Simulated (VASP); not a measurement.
Input of a VASP 6.6.1 run:

The input POSCAR:

```
CuSb
1.0
    0.0000000000      2.6912715293      2.6912715293
    2.6912715293      0.0000000000      2.6912715293
    2.6912715293      2.6912715293      0.0000000000
Cu Sb
1 1
Direct
    0.5000000000      0.5000000000      0.5000000000
    0.0000000000      0.0000000000      0.0000000000
```

Contents of INCAR.step1:

```
ALGO = Normal ; EDIFF = 1E-4
ENCUT = 520 ; GGA = PE
ISMEAR = 1 ; LASPH = True
LCHARG = False ; LREAL = False
LWAVE = True ; NBANDS = 15
NELM = 80 ; PREC = Accurate
SIGMA = 0.01
```

The input INCAR.step2:

```
ALGO = Normal ; EDIFF = 1E-6
ENCUT = 520 ; ISIF = 2
ISMEAR = 1 ; ISTART = 1
LASPH = True ; LCHARG = False
LMIXTAU = True ; LREAL = False
LWAVE = False ; METAGGA = R2SCAN
NBANDS = 15 ; NELM = 80
PREC = Accurate ; SIGMA = 0.01
```

The input KPOINTS:

```
k-points
0
Gamma
  12 12 12
```

Potentials or basis: VASP PAW PBE potentials, release 64 (Cu, Sb).

Command:

```bash
$ cat potpaw_PBE.64/Cu/POTCAR potpaw_PBE.64/Sb/POTCAR > POTCAR
$ cp INCAR.step1 INCAR
$ mpirun -np 1 vasp_std > vasp.out
$ cp INCAR.step2 INCAR
$ mpirun -np 1 vasp_std > vasp.out
```

(1) What does it give for the pressure?

(2) Predict the band gap on the k mesh.

Answers

(1) 0.1 GPa.

(2) zero (band 8 reaches 10.55 eV, above the bottom of band 9 at 5.38 eV).

Caveat: the PAW data sets were made with another functional, which shifts forces and pressure a little; spin-orbit coupling is left out, which moves the levels of the heavy elements.
